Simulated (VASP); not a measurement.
# Pt (P6_3/mmc) in VASP: a series of runs

The runs below take Pt through single point, with r2SCAN.

Program: VASP 6.6.1. These are calculated values, not measurements. Logs are shortened: lines on timing, memory, paths and dates and some standing lists are left out, and cuts for length are marked.

### 1 The cell of the first run

It takes space group P6_3/mmc (No. 194, hexagonal). Conventional cell: a = 2.761 Å, b = 2.761 Å, c = 4.792 Å, α = 90.00°, β = 90.00°, γ = 120.00°. Within 3.6 Å of Pt (site symmetry -6m2) lie 12 Pt at 2.76 to 2.88 Å.

### 2 Single point, r2SCAN

The input, POSCAR:

```
Pt
1.0
    2.7606660000      0.0000000000      0.0000000000
   -1.3803330000      2.3908070000      0.0000000000
    0.0000000000      0.0000000000      4.7921340000
Pt
2
Direct
    0.6666666667      0.3333333333      0.7500000000
    0.3333333333      0.6666666667      0.2500000000
```

The input, INCAR.step1:

```
SYSTEM = Pt
PREC     = Accurate       ! precision mode
ENCUT    = 520            ! plane-wave cutoff, eV
ISMEAR   = -1             ! smearing method
SIGMA    = 0.1            ! smearing width, eV
LREAL    = .FALSE.        ! projectors in reciprocal space
LASPH    = .TRUE.         ! aspherical terms in the spheres
NELM     = 100            ! most SCF steps
NBANDS   = 17             ! bands
GGA      = PE             ! functional
ALGO     = Normal         ! electronic algorithm
EDIFF    = 1E-4           ! SCF threshold, eV
LWAVE    = .TRUE.         ! write WAVECAR
LCHARG   = .FALSE.        ! write CHGCAR
```

The input, INCAR.step2:

```
SYSTEM = Pt
PREC     = Accurate       ! precision mode
ENCUT    = 520            ! plane-wave cutoff, eV
EDIFF    = 1E-7           ! SCF threshold, eV
ISMEAR   = -1             ! smearing method
SIGMA    = 0.1            ! smearing width, eV
LREAL    = .FALSE.        ! projectors in reciprocal space
LASPH    = .TRUE.         ! aspherical terms in the spheres
NELM     = 100            ! most SCF steps
ALGO     = Normal         ! electronic algorithm
ISIF     = 2              ! what is computed and relaxed
LWAVE    = .FALSE.        ! write WAVECAR
LCHARG   = .TRUE.         ! write CHGCAR
METAGGA  = R2SCAN         ! meta-GGA
LMIXTAU  = .TRUE.       
LELF     = .TRUE.         ! ELF
LVHAR    = .TRUE.       
NBANDS   = 17             ! bands
ISTART   = 1
```

The input, KPOINTS:

```
regular mesh
0
G
  10 10 5
  0 0 0
```

Potentials or basis: VASP PAW PBE potentials, release 64 (Pt).

The run is started by

```bash
> cat potpaw_PBE.64/Pt/POTCAR > POTCAR
> cp INCAR.step1 INCAR
> mpirun -np 1 vasp_std > vasp.out
> cp INCAR.step2 INCAR
> mpirun -np 1 vasp_std > vasp.out
```

OUTCAR:

```text
SYSTEM = Pt
   PREC = Accurate
   ENCUT = 520
   EDIFF = 1E-7
   ISMEAR = -1
   LREAL = .FALSE.
   LASPH = .TRUE.
   NELM = 100
   ISIF = 2
   METAGGA = R2SCAN
   ISTART = 1

 ion  position               nearest neighbor table
   1  0.667  0.333  0.750-   2 2.88   2 2.88   2 2.88   2 2.88   2 2.88   2 2.88
   2  0.333  0.667  0.250-   1 2.88   1 2.88   1 2.88   1 2.88   1 2.88   1 2.88

  LATTYP: Found a hexagonal cell.
 ALAT       =     2.7606660000
 C/A-ratio  =     1.7358615638

  Lattice vectors:

 A1 = (   2.7606660000,   0.0000000000,   0.0000000000)
 A2 = (  -1.3803330000,   2.3908070000,   0.0000000000)
 A3 = (   0.0000000000,   0.0000000000,   4.7921340000)

Analysis of symmetry for initial positions (statically):
=====================================================================
 Subroutine PRICEL returns:
 Original cell was already a primitive cell.

 Routine SETGRP: Setting up the symmetry group for a
 hexagonal supercell.

 Subroutine GETGRP returns: Found 24 space group operations
 (whereof 12 operations were pure point group operations)
 out of a pool of 24 trial point group operations.

The static configuration has the point symmetry D_3d.
 The point group associated with its full space group is D_6h.

Analysis of symmetry for dynamics (positions and initial velocities):
=====================================================================
 Subroutine PRICEL returns:
 Original cell was already a primitive cell.

 Routine SETGRP: Setting up the symmetry group for a
 hexagonal supercell.

 Subroutine GETGRP returns: Found 24 space group operations
 (whereof 12 operations were pure point group operations)
 out of a pool of 24 trial point group operations.

The dynamic configuration has the point symmetry D_3d.
 The point group associated with its full space group is D_6h.

 Subroutine INISYM returns: Found 24 space group operations
 (whereof 12 operations are pure point group operations),
 and found     1 'primitive' translations

----------------------------------------------------------------------------------------

                                     Primitive cell

  volume of cell :      31.6291

  direct lattice vectors                    reciprocal lattice vectors
     2.760666000  0.000000000  0.000000000     0.362231433  0.209134405  0.000000000
    -1.380333000  2.390807000  0.000000000     0.000000000  0.418268810  0.000000000
     0.000000000  0.000000000  4.792134000     0.000000000  0.000000000  0.208675300

  length of vectors
     2.760666000  2.760666098  4.792134000     0.418268825  0.418268810  0.208675300

  position of ions in fractional coordinates (direct lattice)
     0.666666667  0.333333333  0.750000000
     0.333333333  0.666666667  0.250000000

  ion indices of the primitive-cell ions
   primitive index   ion index
                 1           1
                 2           2

----------------------------------------------------------------------------------------

 KPOINTS: regular mesh

Automatic generation of k-mesh.
 Grid dimensions read from file:
 generate k-points for:   10   10    5

 Generating k-lattice:

  Cartesian coordinates                     Fractional coordinates (reciprocal lattice)
     0.036223143  0.020913441  0.000000000     0.100000000  0.000000000  0.000000000
     0.000000000  0.041826881  0.000000000     0.000000000  0.100000000  0.000000000
     0.000000000  0.000000000  0.041735060     0.000000000  0.000000000  0.200000000

  Length of vectors
     0.041826883  0.041826881  0.041735060

  Shift w.r.t. Gamma in fractional coordinates (k-lattice)
     0.000000000  0.000000000  0.000000000

 Subroutine IBZKPT returns following result:
 ===========================================

 Found     42 irreducible k-points:

 Following reciprocal coordinates:
            Coordinates               Weight
  0.000000  0.000000  0.000000      1.000000
  0.100000  0.000000  0.000000      6.000000
  0.200000  0.000000  0.000000      6.000000
  0.300000 -0.000000  0.000000      6.000000
  0.400000 -0.000000  0.000000      6.000000
  0.500000  0.000000  0.000000      3.000000
[... 16 lines left out ...]
  0.300000  0.100000  0.200000     24.000000
  0.400000  0.100000  0.200000     24.000000
 [... further k-points ...]
   k-points           NKPTS =     42   k-points in BZ     NKDIM =     42   number of bands    NBANDS=     17
   number of dos      NEDOS =    301   number of ions     NIONS =      2
   total plane-waves  NPLWV =  20736
   dimension x,y,z NGX =    24 NGY =   24 NGZ =   36
   dimension x,y,z NGXF=    48 NGYF=   48 NGZF=   72
   ions per type =               2
   NGX,Y,Z   is equivalent  to a cutoff of  14.45, 14.45, 12.49 a.u.
   NGXF,Y,Z  is equivalent  to a cutoff of  28.91, 28.91, 24.98 a.u.
 SYSTEM =  Pt
   PREC   = accura    normal or accurate (medium, high low for compatibility)
   ISTART =      1    job   : 0-new  1-cont  2-samecut
   ICHARG =      0    charge: 1-file 2-atom 10-const
   ISPIN  =      1    spin polarized calculation?
   LNONCOLLINEAR =      F non collinear calculations
   LSORBIT =      F    spin-orbit coupling
   LASPH  =      T    aspherical Exc in radial PAW
   ENCUT  =  520.0 eV  38.22 Ry    6.18 a.u.   5.13  5.13  8.91*2*pi/ulx,y,z
   NELM   =    100;   NELMIN=  2; NELMDL=  0     # of ELM steps
   EDIFF  = 0.1E-06   stopping-criterion for ELM
   LREAL  =      F    real-space projection
   EDIFFG = 0.1E-05   stopping-criterion for IOM
   NSW    =      0    number of steps for IOM
   IBRION =     -1    ionic relax: 0-MD 1-quasi-New 2-CG
   NFREE  =      0    steps in history (QN), initial steepest desc. (CG)
   ISIF   =      2    stress and relaxation
   ISYM   =      2    0-nonsym 1-usesym 2-fastsym
   POTIM  = 0.5000    time-step for ionic-motion
   TEBEG  =    0.0;   TEEND  =   0.0 temperature during run
   PSTRESS=    0.0 pullay stress
   NELECT =      20.0000    total number of electrons
   NUPDOWN=      -1.0000    fix difference up-down
   EMIN   =  10.00;   EMAX   =-10.00  energy-range for DOS
   EFERMI =   0.00;   METHOD = LEGACY
   ISMEAR =    -1;   SIGMA  =   0.10  broadening in eV -4-tet -1-fermi 0-gaus
   EFERMI_NEDOS =   21; number of points for ismear=-14 and -15
   IALGO  =     38    algorithm
   IMIX   =      4    mixing-type and parameters
     AMIX     =   0.40;   BMIX     =  1.00
     AMIX_MAG =   1.60;   BMIX_MAG =  1.00
  volume/ion in A,a.u.               =      15.81       106.72
  Fermi-wavevector in a.u.,A,eV,Ry     =   1.405149  2.655347 26.863938  1.974444
  Thomas-Fermi vector in A             =   2.527639
   LORBIT       =      0    0 simple, 1 ext, 2 COOP (PROOUT), +10 PAW based schemes
   METAGGA = R2SCAN    functional components
   LHFCALC =     F    Hartree Fock is set to
   AEXX    =    0.0000 exact exchange contribution
   IVDW    =     0    specifies the selected vdW correction
   LEPSILON=     F    determine dielectric tensor
   LRPA    =     F    only Hartree local field effects (RPA)
 non-spin polarized calculation
  energy-cutoff  :      520.00
  volume of cell :       31.63
 maximum number of plane-waves:       862
 NGX is ok and might be reduce to    24
   NGX = 11   NGY = 11   NGZ = 17

 number of electron      20.0000004 magnetization

 Free energy of the ion-electron system (eV)
  ---------------------------------------------------
  ext. energy  EPLUGINS =         0.00000000
  ---------------------------------------------------
  free energy    TOTEN  =      -102.91631839 eV

  energy without entropy =     -102.81365623  energy(sigma->0) =     -102.86498731

 E-fermi :  10.1196     XC(G=0): -14.2890

 val. band max:       10.1122572307   @ k =   0.3000   0.2000   0.0000
 cond. band min:      10.1214084662   @ k =   0.4000  -0.0000   0.0000
 fundamental gap:      0.0091512355
 Fermi energy:        10.1196243189

 k-point     1 :       0.0000    0.0000    0.0000
  band No.  band energies     occupation
      1       0.1742      2.00000
      2       2.8347      2.00000
      3       6.0602      2.00000
      4       6.5763      2.00000
      5       6.5763      2.00000
      6       6.9475      2.00000
[... 9 lines left out ...]
     16      28.3242      0.00000
     17      32.1609      0.00000

 k-point     2 :       0.1000    0.0000    0.0000
  band No.  band energies     occupation
      1       0.5486      2.00000
      2       3.1738      2.00000
      3       5.9894      2.00000
      4       6.5906      2.00000
      5       6.7959      2.00000
      6       6.8621      2.00000
[... 9 lines left out ...]
     16      28.6242      0.00000
     17      30.5085      0.00000

 k-point     3 :       0.2000    0.0000    0.0000
  band No.  band energies     occupation
      1       1.5675      2.00000
      2       3.9163      2.00000
      3       5.7628      2.00000
      4       6.2773      2.00000
      5       6.2946      2.00000
      6       7.2340      2.00000
[... 9 lines left out ...]
     16      28.0573      0.00000
     17      29.0926      0.00000

 k-point     4 :       0.3000   -0.0000    0.0000
  band No.  band energies     occupation
      1       2.7968      2.00000
      2       4.0337      2.00000
      3       5.1820      2.00000
      4       6.0600      2.00000
      5       6.4114      2.00000
      6       7.1444      2.00000
[... 9 lines left out ...]
     16      26.3459      0.00000
     17      27.7731      0.00000
[... 343 lines left out ...]
      1       2.6948      2.00000
      2       4.4696      2.00000
      3       5.2549      2.00000
      4       5.6646      2.00000
      5       6.0939      2.00000
      6       6.7781      2.00000
[... 9 lines left out ...]
     16      27.0535      0.00000
     17      28.2184      0.00000

 k-point    23 :       0.3000    0.1000    0.2000
  band No.  band energies     occupation
      1       3.4878      2.00000
      2       4.2158      2.00000
      3       4.9208      2.00000
      4       5.5547      2.00000
      5       6.6665      2.00000
      6       7.2726      2.00000
[... 9 lines left out ...]
     16      24.8418      0.00000
     17      26.6793      0.00000

 k-point    24 :       0.4000    0.1000    0.2000
  band No.  band energies     occupation
      1       3.5536      2.00000
      2       3.9035      2.00000
      3       4.8646      2.00000
      4       5.4868      2.00000
      5       6.6771      2.00000
      6       7.5686      2.00000
[... 9 lines left out ...]
     16      23.5718      0.00000
     17      25.1869      0.00000

 [... further k-points ...]
[... 5 lines left out ...]
  --------------------------------------------------------------------------------------
  -------------------------------------------------------------------------------------
  Total       -1.1146236     -1.1146237     -1.0911487      0.0000000      0.0000000     -0.0000000
  in kB      -56.4613786    -56.4613839    -55.2722548      0.0000000      0.0000000     -0.0000000
  external PRESSURE =     -56.0650058 kB  Pullay stress =       0.0000000 kB

 VOLUME and BASIS-vectors are now :
 -----------------------------------------------------------------------------
  energy-cutoff  :      520.00
  volume of cell :       31.63
      direct lattice vectors                 reciprocal lattice vectors
     2.760666000  0.000000000  0.000000000     0.362231433  0.209134405  0.000000000
    -1.380333000  2.390807000  0.000000000     0.000000000  0.418268810  0.000000000
     0.000000000  0.000000000  4.792134000     0.000000000  0.000000000  0.208675300

 POSITION                                       TOTAL-FORCE (eV/Angst)
 -----------------------------------------------------------------------------------
      1.38033      0.79694      3.59410        -0.000000     -0.000000      0.000000
     -0.00000      1.59387      1.19803         0.000000      0.000000      0.000000
 -----------------------------------------------------------------------------------
    total drift:                               -0.000000      0.000000     -0.000000

  FREE ENERGIE OF THE ION-ELECTRON SYSTEM (eV)
  ---------------------------------------------------
  free  energy   TOTEN  =      -102.9163183924 eV

  energy  without entropy=     -102.8136562299  energy(sigma->0) =     -102.86498731
```

Wall time 72 s (1 thread of Intel Xeon Platinum 8259CL at 2.50GHz (Skylake/Cascade Lake), shared host); peak memory 0.17 GiB.

Results:

- Free energy: -102.9163 eV
- Pressure: -5.6 GPa
- Band gap on the k mesh: zero (band 10 reaches 10.61 eV, above the bottom of band 11 at 9.38 eV)

Stress tensor (GPa, compression positive):
```
-5.65  0.00  0.00
 0.00 -5.65  0.00
 0.00  0.00 -5.53
```

Caveat: the PAW data sets were made with another functional, which shifts forces and pressure a little; spin-orbit coupling is left out, which moves the levels of the heavy elements.

### 3 Single point, r2SCAN

This run uses another cell than the first one, of 16.24 Å³/atom, 1.027 times its volume.

The input, POSCAR:

```
Pt
1.0
    2.7849903018      0.0000000000      0.0000000000
   -1.3924951509      2.4118724643      0.0000000000
    0.0000000000      0.0000000000      4.8343576206
Pt
2
Direct
    0.6666666667      0.3333333333      0.7500000000
    0.3333333333      0.6666666667      0.2500000000
```

The input, INCAR.step1:

```
SYSTEM = Pt
PREC = Accurate ; ENCUT = 520
ISMEAR = -1 ; SIGMA = 0.1
LREAL = .FALSE. ; LASPH = .TRUE.
NELM = 80 ; NBANDS = 17
GGA = PE ; ALGO = Normal
EDIFF = 1E-4 ; LWAVE = .TRUE.
LCHARG = .FALSE.
```

The input, INCAR.step2:

```
SYSTEM = Pt
PREC = Accurate ; ENCUT = 520
EDIFF = 1E-6 ; ISMEAR = -1
SIGMA = 0.1 ; LREAL = .FALSE.
LASPH = .TRUE. ; NELM = 80
ALGO = Normal ; ISIF = 2
LWAVE = .FALSE. ; LCHARG = .FALSE.
METAGGA = R2SCAN ; LMIXTAU = .TRUE.
NBANDS = 17 ; ISTART = 1
```

The input, KPOINTS:

```
Automatic mesh
0
G
  10 10 5
  0 0 0
```

Potentials or basis: VASP PAW PBE potentials, release 64 (Pt).

The run is started by

```bash
> cat potpaw_PBE.64/Pt/POTCAR > POTCAR
> cp INCAR.step1 INCAR
> mpirun -np 1 vasp_std > vasp.out
> cp INCAR.step2 INCAR
> mpirun -np 1 vasp_std > vasp.out
```

Run time: 57 s. Hardware: 1 thread of Intel Xeon Platinum 8259CL at 2.50GHz (Skylake/Cascade Lake), shared host; peak memory 0.17 GiB.

It converged, with:

* Free energy: -102.8716 eV
* Pressure: -11.3 GPa
* Band gap on the k mesh: zero (band 10 reaches 10.11 eV, above the bottom of band 11 at 8.94 eV)

Stress tensor (GPa, compression positive):
```
-11.66   0.00   0.00
  0.00 -11.66   0.00
  0.00   0.00 -10.71
```

Levels at points of the mesh, in eV from the Fermi level:
| k point | band 7 | band 8 | band 9 | band 10 | band 11 | band 12 | band 13 | band 14 |
| --- | --- | --- | --- | --- | --- | --- | --- | --- |
| (0.00, 0.00, 0.00) | -3.04 | -1.84 | -1.84 | -0.42 | -0.28 | -0.28 | 4.73 | 16.09 |
| (0.50, 0.00, 0.00) | -2.45 | -0.07 | 0.27 | 0.47 | 2.37 | 3.85 | 7.52 | 9.15 |

Caveat: the PAW data sets were made with another functional, which shifts forces and pressure a little; spin-orbit coupling is left out, which moves the levels of the heavy elements.

### 4 Single point, r2SCAN

This run uses another cell than the first one, of 16.66 Å³/atom, 1.053 times its volume.

The input, POSCAR:

```
Pt
1.0
    2.8088969673      0.0000000000      0.0000000000
   -1.4044484836      2.4325762449      0.0000000000
    0.0000000000      0.0000000000      4.8758562823
Pt
2
Direct
    0.6666666667      0.3333333333      0.7500000000
    0.3333333333      0.6666666667      0.2500000000
```

The input, INCAR.step1:

```
ALGO = Normal
EDIFF = 1E-4
ENCUT = 520
GGA = PE
ISMEAR = -1
LASPH = True
LCHARG = False
LREAL = False
LWAVE = True
NBANDS = 17
NELM = 80
PREC = Accurate
SIGMA = 0.1
```

The input, INCAR.step2:

```
ALGO = Normal
EDIFF = 1E-7
ENCUT = 520
ISIF = 2
ISMEAR = -1
ISTART = 1
LASPH = True
LCHARG = False
LMIXTAU = True
LREAL = False
LWAVE = False
METAGGA = R2SCAN
NBANDS = 17
NELM = 80
PREC = Accurate
SIGMA = 0.1
```

The input, KPOINTS:

```
k-points
0
Gamma
  10 10 5
```

The run is started by

```bash
> cat potpaw_PBE.64/Pt/POTCAR > POTCAR
> cp INCAR.step1 INCAR
> mpirun -np 1 vasp_std > vasp.out
> cp INCAR.step2 INCAR
> mpirun -np 1 vasp_std > vasp.out
```

It took 70 s on 1 thread of Intel Xeon Platinum 8259CL at 2.50GHz (Skylake/Cascade Lake), shared host; peak memory 0.17 GiB.

The run converged. Its results:

* Free energy: -102.7993 eV
* Pressure: -16.1 GPa
* Band gap on the k mesh: zero (band 10 reaches 9.64 eV, above the bottom of band 11 at 8.52 eV)

Stress tensor (GPa, compression positive):
```
-16.66   0.00   0.00
  0.00 -16.66   0.00
  0.00   0.00 -15.00
```

Levels at points of the mesh, in eV from the Fermi level:
| k point | band 8 | band 9 | band 10 | band 11 | band 12 | band 13 |
| --- | --- | --- | --- | --- | --- | --- |
| (0.00, 0.00, 0.00) | -1.77 | -1.77 | -0.30 | -0.27 | -0.27 | 4.57 |
| (0.50, 0.00, 0.00) | -0.08 | 0.25 | 0.44 | 2.33 | 3.76 | 7.39 |

Caveat: the PAW data sets were made with another functional, which shifts forces and pressure a little; spin-orbit coupling is left out, which moves the levels of the heavy elements.

[end of part 1 of 2]
